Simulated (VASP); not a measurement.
Set up this calculation in VASP 6.6.1, as the native input.

```yaml
Task: single point
Functional: PBEsol
Dispersion: D3(BJ)
Potentials_or_basis: VASP PAW PBE potentials, release 64 (Al)
Cutoff: 520 eV
k_mesh: 15 × 15 × 15
Occupations: gaussian, width 0.1 eV
Spin: no spin polarisation
Dipole_correction: no
Further_INCAR_settings: ALGO = Normal; EDIFF = 1e-06; NBANDS = 8
```

The structure of Al lies in POSCAR:

```
Al
1.0
   -1.5832889457      1.5832889457      1.5832889457
    1.5832889457     -1.5832889457      1.5832889457
    1.5832889457      1.5832889457     -1.5832889457
Al
1
Direct
    0.0000000000      0.0000000000      0.0000000000
```

One way to write it, as run:

INCAR

```
SYSTEM = Al
PREC = Accurate
ENCUT = 520
EDIFF = 1E-6
ISMEAR = 0
SIGMA = 0.1
LREAL = .False.
LASPH = .True.
NELM = 100
ALGO = Normal
ISIF = 2
LWAVE = .False.
LCHARG = .False.
GGA = PS
IVDW = 12
NBANDS = 8
```

KPOINTS

```
Automatic mesh
0
Gamma
  15 15 15
  0 0 0
```

Potentials or basis: VASP PAW PBE potentials, release 64 (Al).

The run is started by

```bash
$ cat potpaw_PBE.64/Al/POTCAR > POTCAR
$ mpirun -np 1 vasp_std > vasp.out
```

It gave:

```
Pressure                   : 0.1 GPa
Dispersion energy per atom : -0.330 eV
```

Caveat: the PAW data sets were made with another functional, which shifts forces and pressure a little; pairwise dispersion overbinds metals, which lowers pressure and volume.

Run time: 8 s on 1 thread of Intel(R) Xeon(R) Platinum 8375C CPU @ 2.90GHz (Ice Lake), on a shared host, peak memory 0.13 GiB.
